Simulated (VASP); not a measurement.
# NbN in VASP: relaxation of the atoms with PBEsol

Aim: the relaxation of the atoms of NbN with PBEsol.

Program: VASP 6.6.1. These are calculated values, not measurements. Logs are shortened: lines on timing, memory, paths and dates and some standing lists are left out, and cuts for length are marked.

### Step 1. The cell of the first run

The cell holds a slab with vacuum, 8 atoms: a = 3.097 Å, b = 3.097 Å, c = 23.571 Å, α = 90.00°, β = 90.00°, γ = 90.00°.

### Step 2. Relaxation of the atoms, PBEsol

INCAR reads:

```
PREC = Accurate
ENCUT = 520
EDIFF = 1E-7
ISMEAR = 0
SIGMA = 0.1
LREAL = F
LASPH = T
NELM = 60
ALGO = Fast
ISIF = 2
LWAVE = F
LCHARG = F
LDIPOL = T
IDIPOL = 3
DIPOL = 0.5 0.5 0.500
GGA = PS
IBRION = 2
NSW = 90
EDIFFG = -0.03
```

KPOINTS reads:

```
Automatic mesh
0
Gamma
  9 9 1
```

POSCAR reads:

```
NbN
1.0
    3.0974787953      0.0000000000      0.0000000000
    0.0000000000      3.0974787953      0.0000000000
    0.0000000000      0.0000000000     23.5707447823
Nb N
4 4
Selective dynamics
Direct
    0.0000000000      0.0000000000      0.3606165218  F F F
    0.5000000000      0.5000000000      0.4535388406  F F F
    0.0000000000      0.0000000000      0.5464611594  T T T
    0.5000000000      0.5000000000      0.6393834782  T T T
    0.5000000000      0.5000000000      0.3606165218  F F F
    0.0000000000      0.0000000000      0.4535388406  F F F
    0.5000000000      0.5000000000      0.5464611594  T T T
    0.0000000000      0.0000000000      0.6393834782  T T T
```

Potentials or basis: VASP PAW PBE potentials, release 64 (Nb_sv, N).

The run is started by

```sh
$ cat potpaw_PBE.64/Nb_sv/POTCAR potpaw_PBE.64/N/POTCAR > POTCAR
$ mpirun -np 1 vasp_std > vasp.out
```

OUTCAR:

```text
PREC = Accurate
   ENCUT = 520
   EDIFF = 1E-7
   ISMEAR = 0
   LREAL = F
   LASPH = T
   NELM = 60
   ISIF = 2
   GGA = PS
   IBRION = 2
   NSW = 90
   EDIFFG = -0.03

 ion  position               nearest neighbor table
   1  0.000  0.000  0.361-   5 2.19   5 2.19   5 2.19   5 2.19   6 2.19
   2  0.500  0.500  0.454-   6 2.19   6 2.19   6 2.19   6 2.19   5 2.19   7 2.19
   3  0.000  0.000  0.546-   7 2.19   7 2.19   7 2.19   7 2.19   8 2.19   6 2.19
   4  0.500  0.500  0.639-   8 2.19   8 2.19   8 2.19   8 2.19   7 2.19
   5  0.500  0.500  0.361-   1 2.19   1 2.19   1 2.19   1 2.19   2 2.19
   6  0.000  0.000  0.454-   2 2.19   2 2.19   2 2.19   2 2.19   1 2.19   3 2.19
   7  0.500  0.500  0.546-   3 2.19   3 2.19   3 2.19   3 2.19   4 2.19   2 2.19
   8  0.000  0.000  0.639-   4 2.19   4 2.19   4 2.19   4 2.19   3 2.19

  LATTYP: Found a simple tetragonal cell.
 ALAT       =     3.0974787953
 C/A-ratio  =     7.6096549291

  Lattice vectors:

 A1 = (   3.0974787953,   0.0000000000,   0.0000000000)
 A2 = (   0.0000000000,   3.0974787953,   0.0000000000)
 A3 = (   0.0000000000,   0.0000000000,  23.5707447823)

Analysis of symmetry for initial positions (statically):
=====================================================================
 Subroutine PRICEL returns:
 Original cell was already a primitive cell.

 Routine SETGRP: Setting up the symmetry group for a
 simple tetragonal supercell.

 Subroutine GETGRP returns: Found 16 space group operations
 (whereof  8 operations were pure point group operations)
 out of a pool of 16 trial point group operations.

The static configuration has the point symmetry C_4v.
 The point group associated with its full space group is D_4h.

Analysis of symmetry for dynamics (positions and initial velocities):
=====================================================================
 Subroutine PRICEL returns:
 Original cell was already a primitive cell.

 Routine SETGRP: Setting up the symmetry group for a
 simple tetragonal supercell.

 Subroutine GETGRP returns: Found 16 space group operations
 (whereof  8 operations were pure point group operations)
 out of a pool of 16 trial point group operations.

The dynamic configuration has the point symmetry C_4v.
 The point group associated with its full space group is D_4h.

[... 172 lines left out ...]
  -------------------------------------------------------------------------------------
  Total       -7.3144220     -7.3144220     -3.7870611      0.0000000      0.0000000      0.0000000
  in kB      -51.8203818    -51.8203818    -26.8301377      0.0000000      0.0000000      0.0000000
  external PRESSURE =     -43.4903004 kB  Pullay stress =       0.0000000 kB
[... 23 lines left out ...]
  FREE ENERGIE OF THE ION-ELECTRON SYSTEM (eV)
  ---------------------------------------------------
  free  energy   TOTEN  =       -85.4524728976 eV

  energy  without entropy=      -85.4326288173  energy(sigma->0) =      -85.44255086

 dipolmoment           0.000000      0.000000      0.000529 electrons x Angstroem

--------------------------------------- Ionic step        2  -------------------------------------------

 number of electron      71.9999995 magnetization

------------------------ aborting loop because EDIFF is reached ----------------------------------------
[... 39 lines left out ...]
 number of electron      71.9999996 magnetization

------------------------ aborting loop because EDIFF is reached ----------------------------------------

 vacuum level on the upper side and lower side of the slab       (xc-potential included)        -0.243         0.036

  FORCE on cell =-STRESS in cart. coord.  units (eV):
  Direction    XX          YY          ZZ          XY          YZ          ZX
  --------------------------------------------------------------------------------------
  -------------------------------------------------------------------------------------
  Total       -7.1480489     -7.1480489     -0.5858885      0.0000000     -0.0000000      0.0000000
  in kB      -50.6416806    -50.6416806     -4.1508356      0.0000000     -0.0000000      0.0000000
  external PRESSURE =     -35.1447323 kB  Pullay stress =       0.0000000 kB
[... 23 lines left out ...]
  FREE ENERGIE OF THE ION-ELECTRON SYSTEM (eV)
  ---------------------------------------------------
  free  energy   TOTEN  =       -85.7538631541 eV

  energy  without entropy=      -85.7306726608  energy(sigma->0) =      -85.74226791

[... ionic steps 4 to 9 ...]

--------------------------------------- Ionic step       10  -------------------------------------------

 number of electron      71.9999995 magnetization

------------------------ aborting loop because EDIFF is reached ----------------------------------------
[... 79 lines left out ...]
--------------------------------------- Ionic step       12  -------------------------------------------

 number of electron      71.9999995 magnetization

 dipolmoment           0.000000      0.000000     -0.009592 electrons x Angstroem

 Free energy of the ion-electron system (eV)
  ---------------------------------------------------
  ext. energy  EPLUGINS =         0.00000000
  ---------------------------------------------------
  free energy    TOTEN  =       -85.80456816 eV

  energy without entropy =      -85.77915402  energy(sigma->0) =      -85.79186109

 E-fermi :   3.0482     XC(G=0):  -5.9208

 val. band max:        3.0092875499   @ k =   0.3333   0.0000   0.0000
 cond. band min:       3.0813105108   @ k =   0.4444   0.0000   0.0000
 fundamental gap:      0.0720229609
 Fermi energy:         3.0482302722

 k-point     1 :       0.0000    0.0000    0.0000
  band No.  band energies     occupation
      1     -53.1080      2.00000
      2     -53.0148      2.00000
      3     -52.9785      2.00000
      4     -52.8053      2.00000
      5     -29.5633      2.00000
      6     -29.3937      2.00000
[... 679 lines left out ...]
     42       5.8350      0.00000
     43       5.9169      0.00000

------------------------ aborting loop because EDIFF is reached ----------------------------------------

 vacuum level on the upper side and lower side of the slab       (xc-potential included)        -0.214        -0.034

  FORCE on cell =-STRESS in cart. coord.  units (eV):
  Direction    XX          YY          ZZ          XY          YZ          ZX
  --------------------------------------------------------------------------------------
  -------------------------------------------------------------------------------------
  Total       -7.9831895     -7.9831895     -2.5407735      0.0000000     -0.0000000      0.0000000
  in kB      -56.5583893    -56.5583893    -18.0005818      0.0000000     -0.0000000      0.0000000
  external PRESSURE =     -43.7057868 kB  Pullay stress =       0.0000000 kB
[... 23 lines left out ...]
  FREE ENERGIE OF THE ION-ELECTRON SYSTEM (eV)
  ---------------------------------------------------
  free  energy   TOTEN  =       -85.8045681613 eV

  energy  without entropy=      -85.7791540234  energy(sigma->0) =      -85.79186109

 reached required accuracy - stopping structural energy minimisation

 vacuum level on the upper side and lower side of the slab         6.232         6.414
```

OSZICAR:

```text
N       E                     dE             d eps       ncg     rms          rms(c)
DAV:   1     0.869966499340E+03    0.86997E+03   -0.39948E+04  1490   0.157E+03
DAV:   2    -0.133196126060E+02   -0.88329E+03   -0.86891E+03  1762   0.617E+02
DAV:   3    -0.934780726632E+02   -0.80158E+02   -0.79202E+02  1996   0.150E+02
[... 346 lines left out ...]
RMM:  12    -0.858045675527E+02   -0.29546E-06   -0.28708E-06  1224   0.502E-03    0.307E-04
RMM:  13    -0.858045677682E+02   -0.21545E-06   -0.20763E-06  1263   0.452E-03    0.261E-04
RMM:  14    -0.858045679374E+02   -0.16925E-06   -0.14474E-06  1155   0.388E-03    0.188E-04
RMM:  15    -0.858045680721E+02   -0.13467E-06   -0.12279E-06  1150   0.361E-03    0.183E-04
RMM:  16    -0.858045681613E+02   -0.89195E-07   -0.79372E-07  1073   0.315E-03
  12 F= -.85804568E+02 E0= -.85791861E+02  d E =-.209544E-03
```

CONTCAR:

```text
NbN
   1.00000000000000
     3.0974787952999998    0.0000000000000000    0.0000000000000000
     0.0000000000000000    3.0974787952999998    0.0000000000000000
     0.0000000000000000    0.0000000000000000   23.5707447823000003
  Nb              N
     4     4
Selective dynamics
Direct
     0.0000000000000000    0.0000000000000000    0.3606165217999973   F   F   F
     0.5000000000000000    0.5000000000000000    0.4535388405999967   F   F   F
     0.0000000000000000    1.0000000000000000    0.5497484142278900   T   T   T
     0.5000000000000000    0.5000000000000000    0.6345589151956782   T   T   T
     0.5000000000000000    0.5000000000000000    0.3606165217999973   F   F   F
     0.0000000000000000    0.0000000000000000    0.4535388405999967   F   F   F
     0.5000000000000000    0.5000000000000000    0.5472985229479884   T   T   T
     0.0000000000000000    0.0000000000000000    0.6467264569743749   T   T   T

  0.00000000E+00  0.00000000E+00  0.00000000E+00
  0.00000000E+00  0.00000000E+00  0.00000000E+00
  0.00000000E+00  0.00000000E+00  0.00000000E+00
  0.00000000E+00  0.00000000E+00  0.00000000E+00
  0.00000000E+00  0.00000000E+00  0.00000000E+00
  0.00000000E+00  0.00000000E+00  0.00000000E+00
  0.00000000E+00  0.00000000E+00  0.00000000E+00
  0.00000000E+00  0.00000000E+00  0.00000000E+00
```

Wall time 1.6 h (1 thread of Oxide Virtual Turin-like, shared host); peak memory 0.36 GiB.

What came out:

```
Free energy               : -85.8046 eV
Energy gained by relaxing : 44.0 meV/atom
Ionic steps               : 12
Band gap on the k mesh    : zero (bands 36 and 37 overlap by 2.26 eV)
```

Step by step:
```
step  energy change (eV)  largest force on free atoms (eV/Å)  pressure (GPa)
   1              0.0000                              2.5441           -4.35
   2             -0.3000                              0.7930           -3.59
   3             -0.3014                              0.7730           -3.51
   4             -0.3409                              0.3177           -3.79
   5             -0.3481                              0.1343           -3.95
   6             -0.3492                              0.0814           -4.05
   7             -0.3501                              0.1263           -4.20
   8             -0.3507                              0.0974           -4.23
   9             -0.3518                              0.0470           -4.30
  10             -0.3519                              0.0546           -4.32
  11             -0.3520                              0.0358           -4.34
  12             -0.3521                              0.0048           -4.37
```

Final structure:
```xyz
8
Lattice="3.0975 0.0000 0.0000 0.0000 3.0975 0.0000 0.0000 0.0000 23.5707" Properties=species:S:1:pos:R:3 pbc="T T T"
Nb    0.0000    0.0000    8.5000
Nb    1.5487    1.5487   10.6902
Nb    0.0000    3.0975   12.9580
Nb    1.5487    1.5487   14.9570
N     1.5487    1.5487    8.5000
N     0.0000    0.0000   10.6902
N     1.5487    1.5487   12.9002
N     0.0000    0.0000   15.2438
```

Caveat: the PAW data sets were made with another functional, which shifts forces and pressure a little.

The gap in the log of VASP goes by the Fermi energy; the results here count the filled bands.